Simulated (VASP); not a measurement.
**BN: single point with r2SCAN**

BN:

```
B N
1.0
     2.55394    0.00000    0.00000
    -1.27697    2.21178    0.00000
     0.00000    0.00000    4.22685
B N
2 2
Direct
  0.66667 0.33333 0.99972
  0.33333 0.66667 0.49972
  0.66667 0.33333 0.64893
  0.33333 0.66667 0.12528
```

This cell differs from its parent crystal: atom 3 (N) moved by (+0.000, +0.100) A along [1 1 0] and z.

```
Program                : VASP 6.6.1
Task                   : single point
Functional             : r2SCAN
Potentials or basis    : VASP PAW PBE potentials, release 64 (B, N)
Cutoff                 : 520 eV
k mesh                 : 12 × 12 × 6
Occupations            : gaussian, width 0.05 eV
Spin                   : no spin polarisation
Dipole correction      : no
Further INCAR settings : ALGO = Normal; EDIFF = 1e-06; NBANDS = 16
```

| Item | Value |
| --- | --- |
| Pressure | -2.1 GPa |
| Largest force | 4.288 eV/Å |
| Band gap on the k mesh | 4.84 eV, indirect (least direct gap 8.43 eV) |

Forces in eV/Å, atoms in the order of the input:
```
B    0.000  0.000  1.275
B    0.000  0.000  1.558
N    0.000  0.000 -4.288
N    0.000  0.000  1.455
```

Stress tensor (GPa, compression positive):
```
-2.80  0.00  0.00
 0.00 -2.80  0.00
 0.00  0.00 -0.74
```

Levels at points of the mesh, in eV from the valence-band top:
```csv
k point,band 4,band 5,band 6,band 7,band 8,band 9,band 10,band 11,band 12,band 13
"(0.00, 0.00, 0.00)",-2.38,-2.38,-1.12,0.00,0.00,8.63,8.63,9.25,9.88,10.93
"(0.50, 0.00, 0.00)",-8.19,-7.60,-5.31,-5.12,-2.07,7.00,7.92,10.25,11.59,13.52
"(0.00, 0.00, 0.50)",-6.16,-1.61,-1.61,-1.04,-1.04,9.70,10.09,10.14,10.14,10.57
"(0.50, 0.00, 0.50)",-10.39,-4.51,-4.29,-3.98,-3.61,6.72,6.90,10.34,10.73,13.69
```

Run time: 2.9 min on 1 thread of AMD EPYC 7R43 64-Core Processor (Zen 3) (shared host), peak memory 0.12 GiB.

Caveat: the cell differs from its parent crystal (atom 3 (N) moved by (+0.000, +0.100) A along [1 1 0] and z); the PAW data sets were made with another functional, which shifts forces and pressure a little. A k mesh can miss the band edges.
